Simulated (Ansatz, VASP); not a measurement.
**One calculation of Cr, two programs**

INCAR

```
PREC = Accurate ; ENCUT = 520
EDIFF = 1E-6 ; ISMEAR = 0
SIGMA = 0.15 ; LREAL = F
LASPH = T ; NELM = 60
ALGO = Normal ; ISIF = 2
LWAVE = F ; LCHARG = F
GGA = PS ; NBANDS = 12
```

KPOINTS

```
regular mesh
0
Gamma
  22 22 22
```

Contents of POSCAR:

```
Cr
1.0
    0.0000000000      1.8308000000      1.8400000000
    1.8308000000      0.0000000000      1.8400000000
    1.8308000000      1.8308000000      0.0000000000
Cr
1
Direct
    0.0000000000      0.0000000000      0.0000000000
```

Input for Ansatz:

```yaml
crystal:
  lattice:
    - [0.0, 1.8308, 1.84]
    - [1.8308, 0.0, 1.84]
    - [1.8308, 1.8308, 0.0]
  atoms:
    - { symbol: Cr, position: [0.0, 0.0, 0.0] }
basis:
  ecutwfc: 420
kpoints:
  mp_grid: { grid: [22, 22, 22] }
hamiltonian:
  xc: pbesol
scf:
  occupations: { method: gaussian, width: 0.15 }
output:
  forces: true
  stress: true
  eigenvalues: true
```

Change from the starting cell: strain -0.0050 x Voigt [1, 1, 0, 0, 0, 0], atoms carried along.

Alike in both runs: task single point; functional PBEsol; k mesh 22 × 22 × 22; occupations gaussian, width 0.15 eV; no spin polarisation.

|  | VASP | Ansatz |
| --- | --- | --- |
| version | VASP 6.6.1 | Ansatz 0.2.0 |
| potentials or method | VASP PAW PBE potentials, release 64 (Cr_pv), cutoff 520 eV | scalar-relativistic, plane waves, PAW |
| valence electrons in the cell | 12 | 14 |

```csv
,VASP,Ansatz,Ansatz less VASP
gap on the k mesh at the Fermi level (eV),none,none,-
pressure (GPa),-16.8,-16.4,+0.41
"traceless stress, the component that is largest in VASP (GPa)",0.97,0.98,+0.010
```

VASP's potentials were made for PBE, not for PBEsol. A gap of «none» marks a metal or a gap that the smearing closes. VASP's potentials hold 12 valence electrons a cell and Ansatz's 14, so a difference there can come from the potentials and not from the codes.
